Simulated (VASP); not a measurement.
# MgO (P1) in VASP: a series of runs

The runs below take MgO through single point, with LDA.

Program: VASP 6.6.1. These are calculated values, not measurements. Logs are shortened: lines on timing, memory, paths and dates and some standing lists are left out, and cuts for length are marked.

## (1) The cell of the first run

The typed cell holds 16 atoms: a = 5.405 Å, b = 5.405 Å, c = 5.405 Å, α = 60.00°, β = 60.00°, γ = 60.00°.

## (2) Single point, LDA

INCAR

```
ALGO = Normal
EDIFF = 1E-6
ENCUT = 520
ISIF = 2
ISMEAR = -1
LASPH = True
LCHARG = False
LREAL = Auto
LWAVE = False
NBANDS = 46
NELM = 80
PREC = Accurate
SIGMA = 0.05
```

KPOINTS

```
k-points
0
Gamma
  2 2 2
```

POSCAR

```
MgO
1.0
    0.0000000000      3.8220000000      3.8220000000
    3.8220000000      0.0000000000      3.8220000000
    3.8220000000      3.8220000000      0.0000000000
Mg O
8 8
Direct
   -0.0083071690      0.0062401884     -0.0065018315
   -0.0131083203      0.0006541078      0.5168759812
   -0.0084118263      0.4925562533     -0.0090397698
    0.0289377289      0.5074829932      0.4680272109
    0.4936028257     -0.0100601779      0.0284536892
    0.5186420722     -0.0059523810      0.5072867609
    0.4917844061      0.5243066457     -0.0184720042
    0.4961145997      0.5119963370      0.5045656724
    0.2625588697      0.2494767138      0.2376504448
    0.2560701204      0.2437467295      0.7497121926
    0.2526687598      0.7521716379      0.2458137101
    0.2293432758      0.7642203035      0.7618916797
    0.7380167452      0.2460491889      0.2598901099
    0.7477237049      0.2387231816      0.7615122972
    0.7437990581      0.7319727891      0.2644950288
    0.7709968603      0.7322213501      0.7324568289
```

Potentials or basis: VASP PAW LDA potentials, release 64 (Mg, O).

Started as:

```bash
$ cat potpaw_LDA.64/Mg/POTCAR potpaw_LDA.64/O/POTCAR > POTCAR
$ mpirun -np 1 vasp_std > vasp.out
```

OUTCAR:

```text
EDIFF = 1E-6
   ENCUT = 520
   ISIF = 2
   ISMEAR = -1
   LASPH = True
   LREAL = Auto
   NELM = 80
   PREC = Accurate

 ion  position               nearest neighbor table
   1  0.992  0.006  0.993-  12 1.81  14 1.82  10 1.92  13 1.94  11 1.96  15 2.00   2 2.60   3 2.62
                             4 2.64   5 2.65   7 2.65   6 2.67   6 2.74   7 2.75   5 2.77   4 2.78
   2  0.987  0.001  0.517-  14 1.85  16 1.86  12 1.86  13 1.93  11 1.99   9 2.01   6 2.58   1 2.60
                             3 2.66   5 2.69   4 2.70   8 2.70   8 2.71   5 2.72   4 2.73   3 2.75
   3  0.992  0.493  0.991-  16 1.83  10 1.88  13 1.91  12 1.95  15 1.96   9 1.98   1 2.62   7 2.64
                             2 2.66   8 2.68   4 2.69   5 2.70   5 2.72   4 2.73   8 2.73   2 2.75
   4  0.029  0.507  0.468-  11 1.79   9 1.87  16 1.87  15 1.88  10 1.95  14 2.10   7 2.57   1 2.64
                             8 2.64   3 2.69   2 2.70   6 2.70   6 2.72   3 2.73   2 2.73   8 2.77
   5  0.494  0.990  0.028-   9 1.80  11 1.83  15 1.86  14 1.92  10 1.98  16 2.12   8 2.58   1 2.65
                             7 2.66   6 2.67   2 2.69   3 2.70   2 2.72   3 2.72   6 2.74   7 2.77
   6  0.519  0.994  0.507-  13 1.80  16 1.83  10 1.88  15 1.94  12 1.99   9 2.01   7 2.55   2 2.58
                             5 2.67   1 2.67   8 2.68   4 2.70   4 2.72   8 2.73   5 2.74   1 2.74
   7  0.492  0.524  0.982-  12 1.85  16 1.87  11 1.88   9 1.93  14 1.94  13 2.01   6 2.55   4 2.57
                             8 2.60   3 2.64   1 2.65   5 2.66   1 2.75   5 2.77   3 2.77   8 2.81
   8  0.496  0.512  0.505-  15 1.79  11 1.92  10 1.94  14 1.95  12 1.95  13 1.95   5 2.58   7 2.60
                             4 2.64   6 2.68   3 2.68   2 2.70   2 2.71   3 2.73   6 2.73   4 2.77
   9  0.263  0.249  0.238-   5 1.80   4 1.87   7 1.93   3 1.98   2 2.01   6 2.01
  10  0.256  0.244  0.750-   3 1.88   6 1.88   1 1.92   8 1.94   4 1.95   5 1.98
  11  0.253  0.752  0.246-   4 1.79   5 1.83   7 1.88   8 1.92   1 1.96   2 1.99
  12  0.229  0.764  0.762-   1 1.81   7 1.85   2 1.86   8 1.95   3 1.95   6 1.99
  13  0.738  0.246  0.260-   6 1.80   3 1.91   2 1.93   1 1.94   8 1.95   7 2.01
  14  0.748  0.239  0.762-   1 1.82   2 1.85   5 1.92   7 1.94   8 1.95   4 2.10
  15  0.744  0.732  0.264-   8 1.79   5 1.86   4 1.88   6 1.94   3 1.96   1 2.00
  16  0.771  0.732  0.732-   6 1.83   3 1.83   2 1.86   7 1.87   4 1.87   5 2.12

  LATTYP: Found a face centered cubic cell.
 ALAT       =     7.6440000000

  Lattice vectors:

 A1 = (   0.0000000000,   3.8220000000,   3.8220000000)
 A2 = (   3.8220000000,   0.0000000000,   3.8220000000)
 A3 = (   3.8220000000,   3.8220000000,   0.0000000000)

Analysis of symmetry for initial positions (statically):
=====================================================================
 Subroutine PRICEL returns:
 Original cell was already a primitive cell.

 Routine SETGRP: Setting up the symmetry group for a
 face centered cubic supercell.

 Subroutine GETGRP returns: Found  1 space group operations
 (whereof  1 operations were pure point group operations)
 out of a pool of 48 trial point group operations.

The static configuration has the point symmetry C_1 .

Analysis of symmetry for dynamics (positions and initial velocities):
=====================================================================
 Subroutine PRICEL returns:
 Original cell was already a primitive cell.

 Routine SETGRP: Setting up the symmetry group for a
 face centered cubic supercell.

 Subroutine GETGRP returns: Found  1 space group operations
 (whereof  1 operations were pure point group operations)
 out of a pool of 48 trial point group operations.

The dynamic configuration has the point symmetry C_1 .

 Subroutine INISYM returns: Found  1 space group operations
 (whereof  1 operations are pure point group operations),
 and found     1 'primitive' translations

----------------------------------------------------------------------------------------

                                     Primitive cell

  volume of cell :     111.6611

  direct lattice vectors                    reciprocal lattice vectors
     0.000000000  3.822000000  3.822000000    -0.130821559  0.130821559  0.130821559
     3.822000000  0.000000000  3.822000000     0.130821559 -0.130821559  0.130821559
     3.822000000  3.822000000  0.000000000     0.130821559  0.130821559 -0.130821559

  length of vectors
     5.405124235  5.405124235  5.405124235     0.226589588  0.226589588  0.226589588

  position of ions in fractional coordinates (direct lattice)
     0.991692831  0.006240188  0.993498168
     0.986891680  0.000654108  0.516875981
     0.991588174  0.492556253  0.990960230
     0.028937729  0.507482993  0.468027211
     0.493602826  0.989939822  0.028453689
     0.518642072  0.994047619  0.507286761
[... 8 lines left out ...]
     0.743799058  0.731972789  0.264495029
     0.770996860  0.732221350  0.732456829

  ion indices of the primitive-cell ions
   primitive index   ion index
                 1           1
                 2           2
                 3           3
                 4           4
                 5           5
                 6           6
[... 8 lines left out ...]
                15          15
                16          16

----------------------------------------------------------------------------------------

 KPOINTS: k-points

Automatic generation of k-mesh.
 Grid dimensions read from file:
 generate k-points for:    2    2    2

 Generating k-lattice:

  Cartesian coordinates                     Fractional coordinates (reciprocal lattice)
    -0.065410780  0.065410780  0.065410780     0.500000000  0.000000000  0.000000000
     0.065410780 -0.065410780  0.065410780     0.000000000  0.500000000  0.000000000
     0.065410780  0.065410780 -0.065410780     0.000000000  0.000000000  0.500000000

  Length of vectors
     0.113294794  0.113294794  0.113294794

  Shift w.r.t. Gamma in fractional coordinates (k-lattice)
     0.000000000  0.000000000  0.000000000

 Subroutine IBZKPT returns following result:
 ===========================================

 Found      8 irreducible k-points:

 Following reciprocal coordinates:
            Coordinates               Weight
  0.000000  0.000000  0.000000      1.000000
  0.500000  0.000000  0.000000      1.000000
  0.000000  0.500000  0.000000      1.000000
  0.000000  0.000000  0.500000      1.000000
  0.500000  0.500000  0.500000      1.000000
  0.500000  0.500000  0.000000      1.000000
  0.000000  0.500000  0.500000      1.000000
  0.500000  0.000000  0.500000      1.000000
   k-points           NKPTS =      8   k-points in BZ     NKDIM =      8   number of bands    NBANDS=     46
   number of dos      NEDOS =    301   number of ions     NIONS =     16
   total plane-waves  NPLWV =  64000
   dimension x,y,z NGX =    40 NGY =   40 NGZ =   40
   dimension x,y,z NGXF=    80 NGYF=   80 NGZF=   80
   ions per type =               8   8
   NGX,Y,Z   is equivalent  to a cutoff of  12.30, 12.30, 12.30 a.u.
   NGXF,Y,Z  is equivalent  to a cutoff of  24.61, 24.61, 24.61 a.u.
 SYSTEM =  unknown system
   PREC   = accura    normal or accurate (medium, high low for compatibility)
   ISTART =      0    job   : 0-new  1-cont  2-samecut
   ICHARG =      2    charge: 1-file 2-atom 10-const
   ISPIN  =      1    spin polarized calculation?
   LNONCOLLINEAR =      F non collinear calculations
   LSORBIT =      F    spin-orbit coupling
   LASPH  =      T    aspherical Exc in radial PAW
   ENCUT  =  520.0 eV  38.22 Ry    6.18 a.u.  10.05 10.05 10.05*2*pi/ulx,y,z
   NELM   =     80;   NELMIN=  2; NELMDL= -5     # of ELM steps
   EDIFF  = 0.1E-05   stopping-criterion for ELM
   LREAL  =      T    real-space projection
   EDIFFG = 0.1E-04   stopping-criterion for IOM
   NSW    =      0    number of steps for IOM
   IBRION =     -1    ionic relax: 0-MD 1-quasi-New 2-CG
   NFREE  =      0    steps in history (QN), initial steepest desc. (CG)
   ISIF   =      2    stress and relaxation
   ISYM   =      2    0-nonsym 1-usesym 2-fastsym
   POTIM  = 0.5000    time-step for ionic-motion
   TEBEG  =    0.0;   TEEND  =   0.0 temperature during run
   PSTRESS=    0.0 pullay stress
   NELECT =      64.0000    total number of electrons
   NUPDOWN=      -1.0000    fix difference up-down
   EMIN   =  10.00;   EMAX   =-10.00  energy-range for DOS
   EFERMI =   0.00;   METHOD = LEGACY
   ISMEAR =    -1;   SIGMA  =   0.05  broadening in eV -4-tet -1-fermi 0-gaus
   EFERMI_NEDOS =   21; number of points for ismear=-14 and -15
   IALGO  =     38    algorithm
   IMIX   =      4    mixing-type and parameters
     AMIX     =   0.40;   BMIX     =  1.00
     AMIX_MAG =   1.60;   BMIX_MAG =  1.00
  volume/ion in A,a.u.               =       6.98        47.10
  Fermi-wavevector in a.u.,A,eV,Ry     =   1.359881  2.569802 25.160921  1.849275
  Thomas-Fermi vector in A             =   2.486591
   LORBIT       =      0    0 simple, 1 ext, 2 COOP (PROOUT), +10 PAW based schemes
   GGA     = CA    functional components
   LHFCALC =     F    Hartree Fock is set to
   AEXX    =    0.0000 exact exchange contribution
   IVDW    =     0    specifies the selected vdW correction
   LEPSILON=     F    determine dielectric tensor
   LRPA    =     F    only Hartree local field effects (RPA)
 non-spin polarized calculation
  energy-cutoff  :      520.00
  volume of cell :      111.66
 maximum number of plane-waves:      3026
   NGX = 21   NGY = 21   NGZ = 21

 number of electron      64.0000006 magnetization

 Free energy of the ion-electron system (eV)
  ---------------------------------------------------
  ext. energy  EPLUGINS =         0.00000000
  ---------------------------------------------------
  free energy    TOTEN  =      -100.29043990 eV

  energy without entropy =     -100.29043990  energy(sigma->0) =     -100.29043990

 E-fermi :   6.7198     XC(G=0): -13.0616

 val. band max:        5.6051499623   @ k =   0.0000   0.0000   0.0000
 cond. band min:      13.4249118717   @ k =   0.0000   0.0000   0.0000
 fundamental gap:      7.8197619094
 Fermi energy:         6.7197750142

 k-point     1 :       0.0000    0.0000    0.0000
  band No.  band energies     occupation
      1     -13.3301      2.00000
      2     -11.2028      2.00000
      3     -11.1683      2.00000
      4     -11.1107      2.00000
      5     -11.0057      2.00000
      6     -10.5783      2.00000
[... 36 lines left out ...]
     43      18.6250      0.00000
     44      20.9533      0.00000

 k-point     2 :       0.5000    0.0000    0.0000
  band No.  band energies     occupation
      1     -12.3854      2.00000
      2     -12.3421      2.00000
      3     -11.1774      2.00000
      4     -11.0779      2.00000
      5     -10.9241      2.00000
      6     -10.7639      2.00000
[... 36 lines left out ...]
     43      19.4451      0.00000
     44      19.5751      0.00000

 k-point     3 :       0.0000    0.5000    0.0000
  band No.  band energies     occupation
      1     -12.5567      2.00000
      2     -12.0929      2.00000
      3     -11.1911      2.00000
      4     -11.1354      2.00000
      5     -11.0692      2.00000
      6     -10.6622      2.00000
[... 36 lines left out ...]
     43      19.4753      0.00000
     44      19.5436      0.00000

 k-point     4 :       0.0000    0.0000    0.5000
  band No.  band energies     occupation
      1     -12.3834      2.00000
      2     -12.3430      2.00000
      3     -11.1571      2.00000
      4     -11.1152      2.00000
      5     -10.8521      2.00000
      6     -10.8443      2.00000
[... 130 lines left out ...]
     43      18.7199      0.00000
     44      18.8415      0.00000

 k-point     7 :       0.0000    0.5000    0.5000
  band No.  band energies     occupation
      1     -12.1475      2.00000
      2     -12.1127      2.00000
      3     -11.3063      2.00000
      4     -11.2849      2.00000
      5     -11.1992      2.00000
      6     -11.1208      2.00000
[... 36 lines left out ...]
     43      18.7351      0.00000
     44      18.7730      0.00000

 k-point     8 :       0.5000    0.0000    0.5000
  band No.  band energies     occupation
      1     -12.1551      2.00000
      2     -12.1008      2.00000
      3     -11.4336      2.00000
      4     -11.1820      2.00000
      5     -11.1547      2.00000
      6     -11.1297      2.00000
[... 36 lines left out ...]
     43      18.7903      0.00000
     44      18.8628      0.00000
 [bands above 44 left out]

------------------------ aborting loop because EDIFF is reached ----------------------------------------

  FORCE on cell =-STRESS in cart. coord.  units (eV):
  Direction    XX          YY          ZZ          XY          YZ          ZX
  --------------------------------------------------------------------------------------
  -------------------------------------------------------------------------------------
  Total       53.7182861     53.0443010     55.0657269     -0.0378102      0.2454624      0.2727365
  in kB      770.7804424    761.1097212    790.1142867     -0.5425227      3.5220331      3.9133782
  external PRESSURE =     774.0014835 kB  Pullay stress =       0.0000000 kB

 VOLUME and BASIS-vectors are now :
 -----------------------------------------------------------------------------
  energy-cutoff  :      520.00
  volume of cell :      111.66
      direct lattice vectors                 reciprocal lattice vectors
     0.000000000  3.822000000  3.822000000    -0.130821559  0.130821559  0.130821559
     3.822000000  0.000000000  3.822000000     0.130821559 -0.130821559  0.130821559
     3.822000000  3.822000000  0.000000000     0.130821559  0.130821559 -0.130821559

 POSITION                                       TOTAL-FORCE (eV/Angst)
 -----------------------------------------------------------------------------------
      3.82100      7.58740      3.81410         1.481210      1.125850     -0.029268
      1.97800      5.74740      3.77440        -0.970563     -0.820907      1.669890
      5.67000      7.57730      5.67240         0.748213      1.848040      0.194993
      3.72840      1.89940      2.05020        -0.035452      0.691585     -3.082507
      3.89230      1.99530      5.67010        -1.643536     -1.544809      1.429472
      5.73810      3.92110      5.78150         0.074556     -2.243797     -1.373123
[... 8 lines left out ...]
      3.80850      3.85370      5.64040        -0.236524     -0.045648      2.208479
      5.59800      5.74620      5.74530         1.870960      0.063532     -0.466258
 -----------------------------------------------------------------------------------
    total drift:                               -0.007347     -0.001241      0.002174

  FREE ENERGIE OF THE ION-ELECTRON SYSTEM (eV)
  ---------------------------------------------------
  free  energy   TOTEN  =      -100.2904398960 eV

  energy  without entropy=     -100.2904398959  energy(sigma->0) =     -100.29043990
```

Run time: 66 s. Hardware: 1 thread of Intel Xeon Platinum 8175M at 2.50GHz (Skylake/Cascade Lake), shared host; peak memory 0.2 GiB.

Results:

```
Free energy            : -100.2904 eV
Pressure               : 77.4 GPa
Largest force          : 3.159 eV/Å
Band gap on the k mesh : 7.82 eV
```

Forces on the atoms (eV/Å):
```
Mg   1.481  1.126 -0.029
Mg  -0.971 -0.821  1.670
Mg   0.748  1.848  0.195
Mg  -0.035  0.692 -3.083
Mg  -1.644 -1.545  1.429
Mg   0.075 -2.244 -1.373
Mg  -1.067  1.973 -1.184
Mg  -0.651  0.656 -2.093
O    1.443 -0.062 -0.943
O    0.115  0.075  0.176
O    0.656 -0.210  0.613
O   -2.200  0.150  0.309
O   -0.245 -0.170  1.758
O    0.660 -1.485  0.812
O   -0.237 -0.046  2.208
O    1.871  0.064 -0.466
```

Caveat: the k points lie up to 0.71 Å⁻¹ apart; forces of over 1 eV/Å act on the atoms, so gaps and moduli don't describe the material at rest.

[end of part 1 of 2]
